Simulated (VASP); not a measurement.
Write the native input for VASP 6.6.1 that does the following.

| Item | Value |
| --- | --- |
| Task | single point |
| Functional | PBEsol |
| Potentials or basis | VASP PAW PBE potentials, release 64 (Ta_pv, N) |
| Cutoff | 600 eV |
| k mesh | 16 × 16 × 14 |
| Occupations | gaussian, width 0.02 eV |
| Spin | no spin polarisation |
| Dipole correction | no |
| Further INCAR settings | ALGO = Normal; EDIFF = 1e-06; NBANDS = 15 |

The structure of TaN lies in POSCAR:

```
TaN
1.0
    2.9380000000      0.0000000000      0.0000000000
   -1.4690000000      2.5443826363      0.0000000000
    0.0000000000      0.0000000000      2.8830000000
Ta N
1 1
Direct
    0.0000000000      0.0000000000      0.5000000000
    0.6666666667      0.3333333333      0.0000000000
```

These files were run (other wordings do the same):

INCAR

```
PREC = Accurate
ENCUT = 600
EDIFF = 1E-6
ISMEAR = 0
SIGMA = 0.02
LREAL = F
LASPH = T
NELM = 120
ALGO = Normal
ISIF = 2
LWAVE = F
LCHARG = F
GGA = PS
NBANDS = 15
GGA_COMPAT = F
```

KPOINTS

```
regular mesh
0
Gamma
  16 16 14
```

Potentials or basis: VASP PAW PBE potentials, release 64 (Ta_pv, N).

The run is started by

```sh
$ cat potpaw_PBE.64/Ta_pv/POTCAR potpaw_PBE.64/N/POTCAR > POTCAR
$ mpirun -np 1 vasp_std > vasp.out
```

It gave:

- Pressure: -4.2 GPa
- Band gap on the k mesh: zero (band 8 reaches 8.33 eV, above the bottom of band 9 at 7.99 eV)

Caveat: the PAW data sets were made with another functional, which shifts forces and pressure a little; spin-orbit coupling is left out, which moves the levels of the heavy elements.

Wall time 92 s on 1 thread of Intel Xeon 8259CL (shared host), peak memory 0.22 GiB.
